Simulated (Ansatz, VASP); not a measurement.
One calculation of TePt, two programs

Contents of INCAR:

```
SYSTEM = TePt
ALGO = Normal ; EDIFF = 1E-6
EDIFFG = -0.002 ; ENCUT = 600
GGA = PS ; IBRION = 2
ISIF = 3 ; ISMEAR = 0
IVDW = 12 ; LASPH = .TRUE.
LCHARG = .FALSE. ; LREAL = .FALSE.
LWAVE = .FALSE. ; NELM = 100
NSW = 100 ; PREC = Accurate
SIGMA = 0.1
```

The input KPOINTS:

```
k-points
0
G
  12 12 12
  0 0 0
```

POSCAR

```
TePt
1.0
    1.9815661262      1.1440577364      6.6610334788
   -1.9815661262      1.1440577364      6.6610334788
    0.0000000000     -2.2881154728      6.6610334788
Te Pt
2 2
Direct
    0.5980000000      0.5980000000      0.5980000000
    0.4020000000      0.4020000000      0.4020000000
    0.8703333333      0.8703333333      0.8703333333
    0.1296666667      0.1296666667      0.1296666667
```

Input for Ansatz:

```yaml
crystal:
  lattice:
    - [1.9815661262, 1.1440577364, 6.6610334788]
    - [-1.9815661262, 1.1440577364, 6.6610334788]
    - [0.0, -2.2881154728, 6.6610334788]
  atoms:
    - { symbol: Te, position: [0.598, 0.598, 0.598] }
    - { symbol: Te, position: [0.402, 0.402, 0.402] }
    - { symbol: Pt, position: [0.8703333333, 0.8703333333, 0.8703333333] }
    - { symbol: Pt, position: [0.1296666667, 0.1296666667, 0.1296666667] }
basis:
  ecutwfc: 420
kpoints:
  mp_grid: { grid: [12, 12, 12] }
hamiltonian:
  xc: pbesol
  dispersion: d3bj
scf:
  occupations: { method: gaussian, width: 0.1 }
output:
  forces: true
  stress: true
  eigenvalues: true
  write_density: true
  write_potential: true
  elf: true
  volumetric_format: npy
relax:
  adjacent_minimum: "off"
  f_tol: 0.002
  max_steps: 80
  cell: { stress_tol: 0.02 }
```

Alike in both runs: task relaxation of cell and atoms; functional PBEsol; dispersion D3(BJ); k mesh 12 × 12 × 12; occupations gaussian, width 0.1 eV; no spin polarisation.

|  | VASP | Ansatz |
| --- | --- | --- |
| version | VASP 6.6.1 | Ansatz 0.2.0 |
| potentials or method | VASP PAW PBE potentials, release 64 (Te, Pt), cutoff 600 eV | scalar-relativistic, plane waves, PAW |
| valence electrons in the cell | 32 | 68 |

```tsv
	VASP	Ansatz	Ansatz less VASP
gap on the k mesh at the Fermi level, each at its own relaxed structure (eV)	none	none	-
relaxed volume (Å³/atom)	21.28	21.29	+0.016
relaxed length of the cell vector where the two differ most in proportion (Å)	6.775	6.777	+0.0020
```

VASP's potentials were made for PBE, not for PBEsol. A gap of «none» marks a metal or a gap that the smearing closes. VASP's potentials hold 32 valence electrons a cell and Ansatz's 68, so a difference there can come from the potentials and not from the codes.

Spin-orbit coupling is off throughout.
